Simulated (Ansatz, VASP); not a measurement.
## Two plane-wave programs on Al

```xyz
1
Lattice="-1.5435 1.5435 1.6151 1.5435 -1.5435 1.6151 1.5435 1.5435 -1.6151" Properties=species:S:1:pos:R:3 pbc="T T T"
Al    0.0000    0.0000    0.0000
```

Change from the starting cell: strain -0.030 along x and y, +0.015 along z, atoms carried along.

Alike in both runs: task single point; functional PBEsol; k mesh 20 × 20 × 20; occupations gaussian, width 0.15 eV; no spin polarisation.

|  | VASP | Ansatz |
| --- | --- | --- |
| version | VASP 6.6.1 | Ansatz 0.2.0 |
| potentials or method | VASP PAW PBE potentials, release 64 (Al), cutoff 520 eV | scalar-relativistic, plane waves, PAW |
| valence electrons in the cell | 3 | 3 |

VASP gave:

| Item | Value |
| --- | --- |
| gap on the k mesh at the Fermi level (eV) | none |
| pressure (GPa) | 6.4 |
| traceless stress, the component that is largest in VASP (GPa) | 1.54 |

Problem. Which values does Ansatz return?

Solution. gap on the k mesh at the Fermi level (eV): none; pressure (GPa): 6.3; traceless stress, the component that is largest in VASP (GPa): 1.54.

VASP's potentials were made for PBE, not for PBEsol. A gap of «none» marks a metal or a gap that the smearing closes.
